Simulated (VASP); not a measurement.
A run of VASP 6.6.1:

File INCAR:

```
SYSTEM = Yb
  ALGO = Normal
  EDIFF = 1E-7
  ENCUT = 520
  GGA = PE
  ISIF = 2
  ISMEAR = -1
  LASPH = .TRUE.
  LCHARG = .FALSE.
  LREAL = .FALSE.
  LWAVE = .FALSE.
  NBANDS = 18
  NELM = 100
  PREC = Accurate
  SIGMA = 0.1
```

Contents of KPOINTS:

```
k-points
0
G
  10 10 10
  0 0 0
```

POSCAR

```
Yb
1.0
    0.0000000000      2.6151647068      2.6151647068
    2.6151647068      0.0000000000      2.6151647068
    2.6151647068      2.6151647068      0.0000000000
Yb
1
Direct
    0.0000000000      0.0000000000      0.0000000000
```

Potentials or basis: VASP PAW PBE potentials, release 64 (Yb).

Run with:

```sh
$ cat potpaw_PBE.64/Yb/POTCAR > POTCAR
$ mpirun -np 1 vasp_std > vasp.out
```

Hardware: 1 thread of AMD EPYC 7R13, on a shared host.

Task: How long does it take, and how much memory?

Result: It took 2.8 min on 1 thread of AMD EPYC 7R13 (shared host), peak memory 0.16 GiB. Counts: scf iterations 26, k points 47.
